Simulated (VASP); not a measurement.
BN, 2 atoms in the cell. The structure is trigonal, space group R3m (No. 160). The conventional cell has a = 2.603 Å, b = 2.603 Å, c = 6.233 Å, α = 90.00°, β = 90.00°, γ = 120.00°. B (site symmetry 3m) has 4 N at 1.56 to 1.59 Å within 2.1 Å. N (site symmetry 3m) has 4 B at 1.56 to 1.59 Å within 2.1 Å.  This cell differs from its parent crystal: epitaxial 111 strain +2.0%.

| Quantity | Value |
| --- | --- |
| Program | VASP 6.6.1 |
| Task | single point |
| Functional | PBE |
| Potentials or basis | VASP PAW PBE potentials, release 64 (B, N) |
| Cutoff | 520 eV |
| k mesh | 6 × 6 × 6 |
| Occupations | gaussian, width 0.01 eV |
| Spin | no spin polarisation |
| Dipole correction | no |
| Further INCAR settings | ALGO = Normal; EDIFF = 1e-06; NBANDS = 11 |

Potentials or basis: VASP PAW PBE potentials, release 64 (B, N).

The run is started by

```bash
$ cat potpaw_PBE.64/B/POTCAR potpaw_PBE.64/N/POTCAR > POTCAR
$ mpirun -np 1 vasp_std > vasp.out
```

Hardware: 1 thread of Intel(R) Xeon(R) Platinum 8259CL CPU @ 2.50GHz (Skylake/Cascade Lake), on a shared host.

Problem. Estimate the wall time of this run.

Solution. It took 4.7 s on 1 thread of Intel(R) Xeon(R) Platinum 8259CL CPU @ 2.50GHz (Skylake/Cascade Lake), with other jobs on the host, peak memory 0.12 GiB. Counts: scf iterations 12, k points 32.
